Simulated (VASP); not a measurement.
Here is a VASP 6.6.1 calculation.

Contents of INCAR:

```
SYSTEM = CsI
PREC = Accurate ; ENCUT = 500
EDIFF = 1E-8 ; ISMEAR = 0
SIGMA = 0.01 ; LREAL = .FALSE.
LASPH = .TRUE. ; NELM = 120
ALGO = Normal ; ISIF = 2
LWAVE = .FALSE. ; LCHARG = .TRUE.
GGA = PS ; NBANDS = 15
IBRION = 8 ; NSW = 1
LEPSILON = .TRUE. ; GGA_COMPAT = .FALSE.
```

File KPOINTS:

```
Automatic mesh
0
G
  6 6 6
  0 0 0
```

POSCAR

```
CsI
1.0
    4.5031917572      0.0000000000      0.0000000000
    0.0000000000      4.5031917572      0.0000000000
    0.0000000000      0.0000000000      4.5031917572
Cs I
1 1
Direct
    0.0000000000      0.0000000000      0.0000000000
    0.5000000000      0.5000000000      0.5000000000
```

Potentials or basis: VASP PAW PBE potentials, release 64 (Cs_sv, I).

Command:

```console
$ cat potpaw_PBE.64/Cs_sv/POTCAR potpaw_PBE.64/I/POTCAR > POTCAR
$ mpirun -np 1 vasp_std > vasp.out
```

Predict the electronic dielectric tensor (diagonal).

3.51.

Predict the Born charges (mean of the diagonal).

Cs +1.32; I -1.32 e.

Predict the highest phonon frequency at Γ, LO-TO splitting left out.

59 cm⁻¹.

Electronic dielectric tensor:
```
3.51 0.00 0.00
0.00 3.51 0.00
0.00 0.00 3.51
```
